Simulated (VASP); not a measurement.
Set up this calculation in VASP 6.6.1, as the native input.

* Task: relaxation of cell and atoms
* Functional: LDA
* Potentials or basis: VASP PAW LDA potentials, release 64 (Ga_d, Si, Re)
* Cutoff: 600 eV
* k mesh: 12 × 12 × 6
* Occupations: gaussian, width 0.01 eV
* Spin: no spin polarisation
* Dipole correction: no
* Further INCAR settings: ALGO = Normal; EDIFF = 1e-07; IBRION = 2; EDIFFG = -0.005; NSW = 70; ISIF = 3

The structure of GaReSi lies in POSCAR:

```
GaReSi
1.0
    3.2103103542      0.0000000000      0.0000000000
    0.0000000000      3.2103103542      0.0000000000
    0.0000000000      0.0000000000      8.1154343491
Ga Si Re
2 2 2
Direct
    0.5000000000      0.0000000000      0.9136582377
    0.0000000000      0.5000000000      0.0863417623
    0.0000000000      0.5000000000      0.4155231367
    0.5000000000      0.0000000000      0.5844768633
    0.0000000000      0.5000000000      0.7287746583
    0.5000000000      0.0000000000      0.2712253417
```

These files were run (other wordings do the same):

INCAR

```
SYSTEM = GaReSi
PREC     = Accurate       ! precision mode
ENCUT    = 600            ! plane-wave cutoff, eV
EDIFF    = 1E-7           ! SCF threshold, eV
ISMEAR   = 0              ! smearing method
SIGMA    = 0.01           ! smearing width, eV
LREAL    = .FALSE.        ! projectors in reciprocal space
LASPH    = .TRUE.         ! aspherical terms in the spheres
NELM     = 100            ! most SCF steps
ALGO     = Normal         ! electronic algorithm
ISIF     = 3              ! what is computed and relaxed
LWAVE    = .FALSE.        ! write WAVECAR
LCHARG   = .FALSE.        ! write CHGCAR
GGA      = CA             ! functional
IBRION   = 2              ! ionic algorithm
NSW      = 70             ! ionic steps
EDIFFG   = -0.005         ! ionic threshold
```

KPOINTS

```
Automatic mesh
0
G
  12 12 6
  0 0 0
```

Potentials or basis: VASP PAW LDA potentials, release 64 (Ga_d, Si, Re).

The run is started by

```bash
$ cat potpaw_LDA.64/Ga_d/POTCAR potpaw_LDA.64/Si/POTCAR potpaw_LDA.64/Re/POTCAR > POTCAR
$ mpirun -np 1 vasp_std > vasp.out
```

It gave:

- Relaxed volume: 13.33 Å³/atom
- Relaxed cell: a = 3.166 Å, b = 3.166 Å, c = 7.977 Å, α = 90.00°, β = 90.00°, γ = 90.00°
- Space group after relaxing (to 0.05 Å): P4/nmm (No. 129)
- Energy gained by relaxing: 18.8 meV/atom
- Ionic steps: 13
- Pressure after relaxing: 0.0 GPa
- Band gap on the k mesh: 0.17 eV, indirect (least direct gap 0.86 eV)

Caveat: spin-orbit coupling is left out, which moves the levels of the heavy elements.

It took 28 min on 1 thread of Intel(R) Xeon(R) Platinum 8488C (Sapphire Rapids) (shared host), peak memory 0.46 GiB.
